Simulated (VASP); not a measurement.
A run of VASP 6.6.1:

Contents of INCAR:

```
PREC     = Accurate       # precision mode
ENCUT    = 520            # plane-wave cutoff, eV
EDIFF    = 1E-6           # SCF threshold, eV
ISMEAR   = 0              # smearing method
SIGMA    = 0.1            # smearing width, eV
LREAL    = F              # projectors in reciprocal space
LASPH    = T              # aspherical terms in the spheres
NELM     = 80             # most SCF steps
ALGO     = Normal         # electronic algorithm
ISIF     = 2              # what is computed and relaxed
LWAVE    = F              # write WAVECAR
LCHARG   = T              # write CHGCAR
GGA      = PE             # functional
LELF     = T              # ELF
LVHAR    = T            
NBANDS   = 38             # bands
```

Contents of KPOINTS:

```
regular mesh
0
Gamma
  6 6 2
```

POSCAR

```
Hf5F
1.0
    3.1801469893     -0.0000000032      0.0000000000
   -1.5900734919      2.7540880821      0.0000000000
    0.0000000000      0.0000000000     13.7777055521
Hf F
5 1
Direct
    0.6666666667      0.3333333333      0.8638787390
    0.0000000000      0.0000000000      0.6877044340
    0.6666666667      0.3333333333      0.5000000000
    0.0000000000      0.0000000000      0.3122955660
    0.6666666667      0.3333333333      0.1361212610
    0.0000000000      0.0000000000      0.0000000000
```

Potentials or basis: VASP PAW PBE potentials, release 64 (Hf_pv, F).

Run with:

```console
$ cat potpaw_PBE.64/Hf_pv/POTCAR potpaw_PBE.64/F/POTCAR > POTCAR
$ mpirun -np 1 vasp_std > vasp.out
```

Hardware: 1 thread of Intel(R) Xeon(R) 6975P-C (Granite Rapids) (shared host).

**Question.** Estimate the wall time of this run.

**Answer.** Wall time 50 s on 1 thread of Intel(R) Xeon(R) 6975P-C (Granite Rapids) (shared host), peak memory 0.25 GiB. Counts: scf iterations 23, k points 14.
